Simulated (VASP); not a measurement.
## SrC2: single point with LDA

Crystal: SrC2.

```xyz
3
Lattice="2.4166 1.3952 2.2144 -2.4166 1.3952 2.2144 0.0000 -2.7905 2.2144" Properties=species:S:1:pos:R:3 pbc="T T T"
Sr    0.0000    0.0000    0.0000
C     0.0000    0.0000    3.9298
C     0.0000    0.0000    2.7134
```

This cell differs from its parent crystal: strain -0.040 along x and y, -0.040 along z.

```json
{
  "Program": "VASP 6.6.1",
  "Task": "single point",
  "Functional": "LDA",
  "Potentials or basis": "VASP PAW LDA potentials, release 64 (Sr_sv, C)",
  "Cutoff": "520 eV",
  "k mesh": "9 × 9 × 9",
  "Occupations": "gaussian, width 0.05 eV",
  "Spin": "no spin polarisation"
}
```

```
Pressure               : 7.2 GPa
Largest force          : 3.318 eV/Å
Band gap on the k mesh : 1.32 eV, indirect (least direct gap 2.38 eV)
```

Forces on the atoms (eV/Å):
```
Sr   0.000  0.000  0.000
C    0.000  0.000  3.318
C    0.000  0.000 -3.318
```

Stress tensor (GPa, compression positive):
```
 0.77  0.00  0.00
 0.00  0.77  0.00
 0.00  0.00 20.10
```

Levels at points of the mesh, in eV from the valence-band top:
```
           k point  band 5  band 6  band 7  band 8  band 9  band 10  band 11  band 12  band 13  band 14
(0.00, 0.00, 0.00)  -13.24   -2.81   -2.04   -1.06   -1.06     1.32     1.32     6.37     6.37     7.73
```

Run time: 31 s on 1 thread of Intel(R) Xeon(R) Platinum 8488C (Sapphire Rapids) (shared host), peak memory 0.18 GiB.

Caveat: the cell differs from its parent crystal (strain -0.040 along x and y, -0.040 along z); forces of over 1 eV/Å act on the atoms, so gaps and moduli don't describe the material at rest. A k mesh can miss the band edges.
